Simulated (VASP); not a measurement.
The system is Zn.

```
CELL_PARAMETERS angstrom
2.67000 0.00000 0.00000
-1.33500 2.31229 0.00000
0.00000 0.00000 4.96600
ATOMIC_POSITIONS crystal
Zn 0.33333 0.66667 0.25000
Zn 0.66667 0.33333 0.75000
```

```yaml
Program: VASP 6.6.1
Task: relaxation of cell and atoms
Functional: PBE
Potentials_or_basis: VASP PAW PBE potentials, release 64 (Zn)
Cutoff: 600 eV
k_mesh: 18 × 18 × 8
Occupations: gaussian, width 0.1 eV
Spin: no spin polarisation
```

At the start: pressure -0.6 GPa; volume 15.33 Å³/atom.

Problem. Where does the relaxation end?

Solution. Over 55 steps the energy falls by 2.4 meV/atom and the volume is 15.40 Å³/atom (+0.5 %); space group P6_3/mmc (No. 194, to 0.1 Å) before and after.

The path:
```tsv
step	energy change (eV)	largest force (eV/Å)	pressure (GPa)	volume (Å³)
1	0.0000	0.0000	-0.60	30.66
3	-0.0008	0.0000	0.67	30.08
5	-0.0012	0.0000	0.40	30.30
7	-0.0040	0.0000	1.01	30.41
9	-0.0046	0.0000	0.41	30.75
11	-0.0047	0.0000	0.02	30.83
13	-0.0047	0.0000	-0.25	30.90
15	-0.0048	0.0000	-0.38	30.87
17	-0.0048	0.0000	-0.12	30.86
19	-0.0048	0.0000	-0.36	30.85
21	-0.0048	0.0000	-0.15	30.79
23	-0.0046	0.0000	0.40	30.57
25	-0.0048	0.0000	0.18	30.71
27	-0.0048	0.0000	0.08	30.72
29	-0.0048	0.0000	-0.14	30.83
31	-0.0048	0.0000	-0.09	30.76
33	-0.0048	0.0000	-0.02	30.76
35	-0.0048	0.0000	0.32	30.78
37	-0.0048	0.0000	-0.41	30.79
39	-0.0048	0.0000	-0.06	30.78
41	-0.0048	0.0000	0.09	30.80
43	-0.0047	0.0000	-0.33	30.89
45	-0.0048	0.0000	-0.23	30.83
47	-0.0048	0.0000	-0.30	30.81
49	-0.0048	0.0000	0.23	30.78
51	-0.0048	0.0000	0.04	30.81
53	-0.0048	0.0000	-0.01	30.81
55	-0.0048	0.0000	0.00	30.80
```

Final structure:
```
Zn
1.0
     2.63716    0.00000    0.00000
    -1.31858    2.28385    0.00000
     0.00000    0.00000    5.11424
Zn
2
Direct
  0.33333 0.66667 0.25000
  0.66667 0.33333 0.75000
```
